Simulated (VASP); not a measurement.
Ti2Ga: single point with LDA

Crystal: Ti2Ga.

```xyz
6
Lattice="4.5100 0.0000 0.0000 -2.2550 3.9058 0.0000 0.0000 0.0000 5.5000" Properties=species:S:1:pos:R:3 pbc="T T T"
Ti    0.0000    2.6038    4.1250
Ti    2.2550    1.3019    1.3750
Ti    0.0000    0.0000    0.0000
Ti    0.0000    0.0000    2.7500
Ga    0.0000    2.6038    1.3750
Ga    2.2550    1.3019    4.1250
```

```yaml
Program: VASP 6.6.1
Task: single point
Functional: LDA
Potentials_or_basis: VASP PAW LDA potentials, release 64 (Ti_sv, Ga_d)
Cutoff: 520 eV
k_mesh: 3 × 3 × 2
Occupations: methfessel-paxton, width 0.05 eV
Spin: no spin polarisation
```

| Item | Value |
| --- | --- |
| Pressure | -8.5 GPa |
| Band gap on the k mesh | zero (band 37 reaches 7.92 eV, above the bottom of band 38 at 7.36 eV) |

Stress tensor (GPa, compression positive):
```
-7.74  0.00  0.00
 0.00 -7.74  0.00
 0.00  0.00 -9.96
```

Levels at points of the mesh, in eV from the Fermi level:
```csv
k point,band 33,band 34,band 35,band 36,band 37,band 38,band 39,band 40,band 41,band 42
"(0.00, 0.00, 0.00)",-0.96,-0.96,-0.73,-0.73,-0.39,-0.39,1.55,1.55,1.88,2.57
"(0.00, 0.00, 0.50)",-1.46,-1.46,-0.24,-0.24,-0.24,-0.24,1.36,1.36,2.36,2.36
```

Wall time 20 s on 1 thread of AMD EPYC 9R45 96-Core Processor (Zen 5), on a shared host, peak memory 0.16 GiB.

Caveat: the k points lie up to 0.57 Å⁻¹ apart.
